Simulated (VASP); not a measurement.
Write the native input for VASP 6.6.1 that does the following.

```yaml
Task: single point
Functional: r2SCAN
Potentials_or_basis: VASP PAW PBE potentials, release 64 (Cd, S)
Cutoff: 520 eV
k_mesh: 12 × 12 × 4
Occupations: gaussian, width 0.01 eV
Spin: no spin polarisation
Dipole_correction: no
Further_INCAR_settings: ALGO = Normal; EDIFF = 1e-06; NBANDS = 26
```

The system is CdS.

```
Cd S
1.0
     4.16460    0.00000    0.00000
    -2.08230    3.60665    0.00000
     0.00000    0.00000    6.76601
Cd S
2 2
Direct
  0.33333 0.66667 0.99904
  0.66667 0.33333 0.49904
  0.33333 0.66667 0.37596
  0.66667 0.33333 0.87596
```

One way to write it, as run:

POSCAR

```
CdS
1.0
    4.1646012827      0.0000000000      0.0000000000
   -2.0823006414      3.6066505075      0.0000000000
    0.0000000000      0.0000000000      6.7660104900
Cd S
2 2
Direct
    0.3333333333      0.6666666667     -0.0009631164
    0.6666666667      0.3333333333      0.4990368836
    0.3333333333      0.6666666667      0.3759631164
    0.6666666667      0.3333333333      0.8759631164
```

INCAR.step1

```
SYSTEM = CdS
PREC     = Accurate       ! precision mode
ENCUT    = 520            ! plane-wave cutoff, eV
ISMEAR   = 0              ! smearing method
SIGMA    = 0.01           ! smearing width, eV
LREAL    = .False.        ! projectors in reciprocal space
LASPH    = .True.         ! aspherical terms in the spheres
NELM     = 60             ! most SCF steps
NBANDS   = 26             ! bands
GGA      = PE             ! functional
ALGO     = Normal         ! electronic algorithm
EDIFF    = 1E-4           ! SCF threshold, eV
LWAVE    = .True.         ! write WAVECAR
LCHARG   = .False.        ! write CHGCAR
```

INCAR.step2

```
SYSTEM = CdS
PREC     = Accurate       ! precision mode
ENCUT    = 520            ! plane-wave cutoff, eV
EDIFF    = 1E-6           ! SCF threshold, eV
ISMEAR   = 0              ! smearing method
SIGMA    = 0.01           ! smearing width, eV
LREAL    = .False.        ! projectors in reciprocal space
LASPH    = .True.         ! aspherical terms in the spheres
NELM     = 60             ! most SCF steps
ALGO     = Normal         ! electronic algorithm
ISIF     = 2              ! what is computed and relaxed
LWAVE    = .False.        ! write WAVECAR
LCHARG   = .True.         ! write CHGCAR
METAGGA  = R2SCAN         ! meta-GGA
LMIXTAU  = .True.       
LELF     = .True.         ! ELF
LVHAR    = .True.       
NBANDS   = 26             ! bands
ISTART   = 1
```

KPOINTS

```
regular mesh
0
Gamma
  12 12 4
  0 0 0
```

Potentials or basis: VASP PAW PBE potentials, release 64 (Cd, S).

Run with:

```bash
$ cat potpaw_PBE.64/Cd/POTCAR potpaw_PBE.64/S/POTCAR > POTCAR
$ cp INCAR.step1 INCAR
$ mpirun -np 1 vasp_std > vasp.out
$ cp INCAR.step2 INCAR
$ mpirun -np 1 vasp_std > vasp.out
```

Results of the run:

- Pressure: 0.3 GPa
- Band gap on the k mesh: 1.63 eV

Caveat: the PAW data sets were made with another functional, which shifts forces and pressure a little.

Run time: 3.9 min on 1 thread of Intel(R) Xeon(R) 6975P-C (Granite Rapids), on a shared host, peak memory 0.31 GiB.
